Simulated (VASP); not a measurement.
Runs of VASP 6.6.1 on Tm3BF. The structure is that of space group Pm-3m (No. 221), or close to it. The cells are those of the table. The cell was built from a structure type or drawn by symmetry, and may not be a known phase.

```tsv
task	cell	k mesh	gap on the mesh (eV)	pressure (GPa)	relaxed volume (Å³/atom)
relaxation of cell and atoms	relaxed from a = 4.460 Å, 5 atoms	4 × 4 × 4	none	-0.2	20.17
single point	a = 4.460 Å, 5 atoms	4 × 4 × 4	none	8.2	-
single point	a = 4.547 Å, 5 atoms	8 × 8 × 8	none	3.5	-
relaxation of cell and atoms	relaxed from a = 4.541 Å, 5 atoms	8 × 8 × 8	none	-0.1	(a)
single point	a = 4.541 Å, 5 atoms	4 × 4 × 4	none	(b)	-
```

Alike in all rows: level PBE; potentials or basis VASP PAW PBE potentials, release 64 (Tm, B, F); no spin polarisation; cutoff (eV) 600; smearing gaussian 0.1 eV.

Problem. Fill in the values left out.

Solution. (a) 20.16; (b) -3.9.

Caveats: spin-orbit coupling is left out, which moves the levels of the heavy elements; an odd number of electrons without spin polarisation forces a metal; a magnetic or distorted state may lie lower; the run has no spin polarisation, though such a crystal can be magnetic; semilocal functionals describe open f shells poorly, which spoils levels, moments and volumes; the cell stands under pressure (at least some runs); the cell stands under tension (at least some runs).

A k mesh can miss the band edges, and the runs leave out spin-orbit coupling on Tm.

A gap of «none» marks levels without a gap at the run's occupations.
